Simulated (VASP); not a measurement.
Wanted: the native input for a VASP 6.6.1 run.

* Task: single point
* Functional: PBE
* Potentials or basis: VASP PAW PBE potentials, release 64 (Hf_pv, N)
* Cutoff: 600 eV
* k mesh: 14 × 14 × 12
* Occupations: gaussian, width 0.05 eV
* Spin: no spin polarisation
* Dipole correction: no
* Further INCAR settings: ALGO = Normal; EDIFF = 1e-06; NBANDS = 14

The structure of HfN lies in POSCAR:

```
HfN
1.0
    3.0990149869      0.0000000000      0.0000000000
   -1.5495074934      2.6838257053      0.0000000000
    0.0000000000      0.0000000000      2.9130017211
Hf N
1 1
Direct
    0.0000000000      0.0000000000      0.0000000000
    0.7053886478      0.3333333333      0.5000000000
```

This cell differs from its parent crystal: atom 2 (N) moved 0.12 Å along x.

The input as run:

INCAR

```
  PREC = Accurate
  ENCUT = 600
  EDIFF = 1E-6
  ISMEAR = 0
  SIGMA = 0.05
  LREAL = False
  LASPH = True
  NELM = 120
  ALGO = Normal
  ISIF = 2
  LWAVE = False
  LCHARG = True
  GGA = PE
  LELF = True
  LVHAR = True
  NBANDS = 14
  GGA_COMPAT = False
```

KPOINTS

```
regular mesh
0
Gamma
  14 14 12
```

Potentials or basis: VASP PAW PBE potentials, release 64 (Hf_pv, N).

The run is started by

```console
$ cat potpaw_PBE.64/Hf_pv/POTCAR potpaw_PBE.64/N/POTCAR > POTCAR
$ mpirun -np 1 vasp_std > vasp.out
```

It gave:

| Item | Value |
| --- | --- |
| Pressure | -0.6 GPa |
| Largest force | 0.847 eV/Å |

Caveat: the cell differs from its parent crystal (atom 2 (N) moved 0.12 Å along x).

It took 4 min on 1 thread of Intel(R) Xeon(R) Platinum 8259CL CPU @ 2.50GHz (Skylake/Cascade Lake), on a shared host, peak memory 0.41 GiB.
